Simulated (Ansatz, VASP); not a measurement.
## CdTeSe4: VASP beside Ansatz

Contents of INCAR:

```
SYSTEM = CdTeSe4
PREC = Accurate
ENCUT = 600
EDIFF = 1E-6
ISMEAR = 0
SIGMA = 0.1
LREAL = .FALSE.
LASPH = .TRUE.
NELM = 100
ALGO = Normal
ISIF = 3
LWAVE = .FALSE.
LCHARG = .FALSE.
GGA = PE
IBRION = 2
NSW = 100
EDIFFG = -0.01
```

Contents of KPOINTS:

```
regular mesh
0
G
  10 10 4
  0 0 0
```

The input POSCAR:

```
CdTeSe4
1.0
    3.8266329810      0.0000000000      0.0000000000
    0.0000000000      3.8266329810      0.0000000000
    0.0000000000      0.0000000000     10.8903405378
Cd Te Se
1 1 4
Direct
    0.0000000000      0.0000000000      0.5000000000
    0.0000000000      0.0000000000      0.0000000000
    0.5000000000      0.5000000000      0.3671251721
    0.5000000000      0.5000000000      0.8599995544
    0.5000000000      0.5000000000      0.1400004456
    0.5000000000      0.5000000000      0.6328748279
```

Input for Ansatz:

```yaml
crystal:
  lattice:
    - [3.826632981, 0.0, 0.0]
    - [0.0, 3.826632981, 0.0]
    - [0.0, 0.0, 10.8903405378]
  atoms:
    - { symbol: Cd, position: [0.0, 0.0, 0.5] }
    - { symbol: Te, position: [0.0, 0.0, 0.0] }
    - { symbol: Se, position: [0.5, 0.5, 0.3671251721] }
    - { symbol: Se, position: [0.5, 0.5, 0.8599995544] }
    - { symbol: Se, position: [0.5, 0.5, 0.1400004456] }
    - { symbol: Se, position: [0.5, 0.5, 0.6328748279] }
basis:
  ecutwfc: 420
kpoints:
  mp_grid: { grid: [10, 10, 4] }
hamiltonian:
  xc: pbe
scf:
  occupations: { method: gaussian, width: 0.1 }
output:
  forces: true
  stress: true
  eigenvalues: true
  write_density: true
  write_potential: true
  elf: true
  volumetric_format: npy
relax:
  adjacent_minimum: "off"
  f_tol: 0.01
  max_steps: 80
  cell: { stress_tol: 0.05 }
```

Change from the starting cell: species swapped into the MnFeSi4 type (P4/mmm, No. 123).

Alike in both runs: task relaxation of cell and atoms; functional PBE; k mesh 10 × 10 × 4; occupations gaussian, width 0.1 eV; no spin polarisation.

|  | VASP | Ansatz |
| --- | --- | --- |
| version | VASP 6.6.1 | Ansatz 0.2.0 |
| potentials or method | VASP PAW PBE potentials, release 64 (Cd, Te, Se), cutoff 600 eV | scalar-relativistic, plane waves, PAW |
| valence electrons in the cell | 42 | 100 |

|  | VASP | Ansatz | Ansatz less VASP |
| --- | --- | --- | --- |
| gap on the k mesh at the Fermi level, each at its own relaxed structure (eV) | none | none | - |
| relaxed volume (Å³/atom) | 26.80 | 26.76 | -0.044 |
| relaxed cell length with the largest relative difference (Å) | 3.831 | 3.828 | -0.0033 |

A gap of «none» marks a metal or a gap that the smearing closes. VASP's potentials hold 42 valence electrons a cell and Ansatz's 100, so a difference there can come from the potentials and not from the codes.

Neither program's run includes spin-orbit coupling.
